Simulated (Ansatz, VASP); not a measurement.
# ScBPt3 in VASP and in Ansatz

```
Sc B Pt
1.0
     4.26216    0.00000    0.00000
     0.00000    4.26216    0.00000
     0.00000    0.00000    4.26216
Sc B Pt
1 1 3
Direct
  0.00000 0.00000 0.00000
  0.50000 0.50000 0.50000
  0.00000 0.50000 0.50000
  0.50000 0.50000 0.00000
  0.50000 0.00000 0.50000
```

Alike in both runs: task single point; functional PBE; k mesh 8 × 8 × 8; occupations fermi-dirac, width 0.1 eV; no spin polarisation.

|  | VASP | Ansatz |
| --- | --- | --- |
| version | VASP 6.6.1 | Ansatz 0.2.0 |
| potentials or method | VASP PAW PBE potentials, release 64 (Sc_sv, B, Pt), cutoff 520 eV | plane waves, PAW |
| valence electrons in the cell | 44 | 68 |

|  | VASP | Ansatz | Ansatz less VASP |
| --- | --- | --- | --- |
| pressure (GPa) | -0.9 | -0.9 | -0.03 |

The functional is the same, so the differences come from potentials, cutoffs and numerics. VASP's potentials hold 44 valence electrons a cell and Ansatz's 68, so a difference there can come from the potentials and not from the codes.

Spin-orbit coupling is off throughout.
